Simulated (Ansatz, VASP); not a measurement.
Ti in VASP and in Ansatz

INCAR

```
SYSTEM = Ti
PREC = Accurate
ENCUT = 520
EDIFF = 1E-6
ISMEAR = 0
SIGMA = 0.15
LREAL = .FALSE.
LASPH = .TRUE.
NELM = 60
ALGO = Normal
ISIF = 2
LWAVE = .FALSE.
LCHARG = .TRUE.
GGA = PS
LELF = .TRUE.
LVHAR = .TRUE.
NBANDS = 12
```

Contents of KPOINTS:

```
regular mesh
0
G
  10 10 10
  0 0 0
```

POSCAR

```
Ti
1.0
    0.0000000000      1.9995500000      2.0909000000
    1.9995500000      0.0000000000      2.0909000000
    1.9995500000      1.9995500000      0.0000000000
Ti
1
Direct
    0.0000000000      0.0000000000      0.0000000000
```

Input for Ansatz:

```yaml
crystal:
  lattice:
    - [0.0, 1.99955, 2.0909]
    - [1.99955, 0.0, 2.0909]
    - [1.99955, 1.99955, 0.0]
  atoms:
    - { symbol: Ti, position: [0.0, 0.0, 0.0] }
basis:
  ecutwfc: 420
kpoints:
  mp_grid: { grid: [10, 10, 10] }
hamiltonian:
  xc: pbesol
scf:
  occupations: { method: gaussian, width: 0.15 }
output:
  forces: true
  stress: true
  eigenvalues: true
```

Change from the starting cell: strain -0.015 along x and y, +0.030 along z, atoms carried along.

Alike in both runs: task single point; functional PBEsol; k mesh 10 × 10 × 10; occupations gaussian, width 0.15 eV; no spin polarisation.

|  | VASP | Ansatz |
| --- | --- | --- |
| version | VASP 6.6.1 | Ansatz 0.2.0 |
| potentials or method | VASP PAW PBE potentials, release 64 (Ti_sv), cutoff 520 eV | scalar-relativistic, plane waves, PAW |
| valence electrons in the cell | 12 | 12 |

|  | VASP | Ansatz | Ansatz less VASP |
| --- | --- | --- | --- |
| gap on the k mesh at the Fermi level (eV) | none | none | - |
| pressure (GPa) | -0.5 | -0.3 | +0.25 |
| traceless stress, the component that is largest in VASP (GPa) | -1.03 | -1.02 | +0.009 |

VASP's potentials were made for PBE, not for PBEsol. A gap of «none» marks a metal or a gap that the smearing closes.
